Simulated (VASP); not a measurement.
CdSe, 2 atoms in the cell. It takes space group F-43m (No. 216, cubic). Conventional cell: a = 6.134 Å, b = 6.134 Å, c = 6.134 Å, α = 90.00°, β = 90.00°, γ = 90.00°. Cd (site symmetry -43m) has 4 Se at 2.66 Å within 3.5 Å. Within 3.5 Å of Se (site symmetry -43m) lie 4 Cd at 2.66 Å. 

| Quantity | Value |
| --- | --- |
| Program | VASP 6.6.1 |
| Task | relaxation of cell and atoms |
| Functional | r2SCAN |
| Potentials or basis | VASP PAW PBE potentials, release 64 (Cd, Se) |
| Cutoff | 600 eV |
| k mesh | 6 × 6 × 6 |
| Occupations | gaussian, width 0.01 eV |
| Spin | no spin polarisation |
| Target pressure | 7 GPa |
| Dipole correction | no |
| Further INCAR settings | ALGO = Normal; EDIFF = 1e-07; IBRION = 2; EDIFFG = -0.002; NSW = 100; ISIF = 3 |

Potentials or basis: VASP PAW PBE potentials, release 64 (Cd, Se).

Command:

```console
$ cat potpaw_PBE.64/Cd/POTCAR potpaw_PBE.64/Se/POTCAR > POTCAR
$ cp INCAR.step1 INCAR
$ mpirun -np 1 vasp_std > vasp.out
$ cp INCAR.step2 INCAR
$ mpirun -np 1 vasp_std > vasp.out
```

Hardware: 1 thread of Intel(R) Xeon(R) 6975P-C (Granite Rapids) (shared host).

Q: Estimate the wall time of this run.

A: Wall time 2.5 min on 1 thread of Intel(R) Xeon(R) 6975P-C (Granite Rapids), on a shared host, peak memory 0.24 GiB. Counts: k points 16, ion steps 6.
